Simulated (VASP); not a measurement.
**Te2Mo: single point with PBEsol**

The system is Te2Mo.

```xyz
3
Lattice="3.4705 0.0000 0.0000 -1.7353 3.0056 0.0000 0.0000 0.0000 7.7722" Properties=species:S:1:pos:R:3 pbc="T T T"
Te    0.0000    2.0037    5.9629
Te    0.0000    2.0037    1.8093
Mo    0.0000    0.0000    0.0000
```

```
Program             : VASP 6.6.1
Task                : single point
Functional          : PBEsol
Potentials or basis : VASP PAW PBE potentials, release 64 (Te, Mo_sv)
Cutoff              : 520 eV
k mesh              : 12 × 12 × 2, shifted
Occupations         : gaussian, width 0.02 eV
Spin                : no spin polarisation
```

| Property | Result |
| --- | --- |
| Pressure | 1.0 GPa |
| Largest force | 0.043 eV/Å |
| Band gap on the k mesh | 1.24 eV (least direct gap 1.34 eV) |

Forces in eV/Å, atoms in the order of the input:
```
Te   0.000  0.000 -0.043
Te   0.000  0.000  0.043
Mo   0.000  0.000  0.000
```

Stress tensor (GPa, compression positive):
```
1.14 0.00 0.00
0.00 1.14 0.00
0.00 0.00 0.85
```

Levels at points of the mesh, in eV from the valence-band top:
```tsv
k point	band 9	band 10	band 11	band 12	band 13	band 14	band 15	band 16	band 17	band 18
(0.04, 0.04, 0.25)	-1.73	-1.50	-0.87	-0.79	-0.32	3.02	3.26	3.42	3.54	6.00
```

It took 19 min on 1 thread of AMD EPYC 7R13, with other jobs on the host, peak memory 0.73 GiB.

Caveat: the PAW data sets were made with another functional, which shifts forces and pressure a little; spin-orbit coupling is left out, which moves the levels of the heavy elements; a shifted mesh leaves out Γ, where band edges can lie; this functional lacks dispersion, which binds layers or chains, so the pressure and a relaxed spacing across them are unreliable. A k mesh can miss the band edges.
